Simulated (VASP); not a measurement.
Write the native input for VASP 6.6.1 that does the following.

```yaml
Task: relaxation of shape and atoms at fixed volume
Functional: PBE
Potentials_or_basis: VASP PAW PBE potentials, release 64 (Ti_sv, B)
Cutoff: 600 eV
k_mesh: 15 × 15 × 14
Occupations: gaussian, width 0.1 eV
Spin: no spin polarisation
Dipole_correction: no
Further_INCAR_settings: ALGO = Normal; EDIFF = 1e-07; IBRION = 2; EDIFFG = -0.01; NSW = 50; ISIF = 4
```

The structure of TiB2 lies in POSCAR:

```
TiB2
1.0
    3.1214479538      0.0000000000      0.0000000000
   -1.5607239769      2.7032532246      0.0000000000
    0.0000000000      0.0000000000      3.3456738109
Ti B
1 2
Direct
    0.0000000000      0.0000000000      0.0000000000
    0.3333333333      0.6666666667      0.5000000000
    0.6666666667      0.3333333333      0.5000000000
```

These files were run (other wordings do the same):

INCAR

```
SYSTEM = TiB2
ALGO = Normal ; EDIFF = 1E-7
EDIFFG = -0.01 ; ENCUT = 600
GGA = PE ; IBRION = 2
ISIF = 4 ; ISMEAR = 0
LASPH = .True. ; LCHARG = .False.
LREAL = .False. ; LWAVE = .False.
NELM = 80 ; NSW = 50
PREC = Accurate ; SIGMA = 0.1
```

KPOINTS

```
k-points
0
Gamma
  15 15 14
  0 0 0
```

Potentials or basis: VASP PAW PBE potentials, release 64 (Ti_sv, B).

Run with:

```console
$ cat potpaw_PBE.64/Ti_sv/POTCAR potpaw_PBE.64/B/POTCAR > POTCAR
$ mpirun -np 1 vasp_std > vasp.out
```

Results of the run:

The energy gained by relaxing is 0.2 meV/atom and the ionic steps are 2. The pressure after relaxing is -19.6 GPa. The band gap on the k mesh is zero (bands 9 and 10 overlap by 0.56 eV).

Wall time 3.6 min on 1 thread of Intel Xeon 8259CL (shared host), peak memory 0.24 GiB.
